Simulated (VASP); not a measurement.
A run of VASP 6.6.1:

File INCAR:

```
  PREC = Accurate
  ENCUT = 520
  EDIFF = 1E-6
  ISMEAR = -1
  SIGMA = 0.06122561905347299
  LREAL = F
  LASPH = T
  NELM = 60
  ALGO = Normal
  ISIF = 2
  LWAVE = F
  LCHARG = F
  GGA = PE
  NBANDS = 12
```

The input KPOINTS:

```
regular mesh
0
Gamma
  21 21 21
```

The input POSCAR:

```
Cd
1.0
    0.0000000000      2.2819337634      2.2819337634
    2.2819337634      0.0000000000      2.2819337634
    2.2819337634      2.2819337634      0.0000000000
Cd
1
Direct
    0.0000000000      0.0000000000      0.0000000000
```

Potentials or basis: VASP PAW PBE potentials, release 64 (Cd).

The run is started by

```sh
$ cat potpaw_PBE.64/Cd/POTCAR > POTCAR
$ mpirun -np 1 vasp_std > vasp.out
```

Hardware: 1 thread of AMD EPYC 9R45 96-Core Processor (Zen 5), with other jobs on the host.

Problem. How long does it take, and how much memory?

Solution. Wall time 21 s on 1 thread of AMD EPYC 9R45 96-Core Processor (Zen 5), with other jobs on the host, peak memory 0.17 GiB. Counts: scf iterations 11, k points 286.
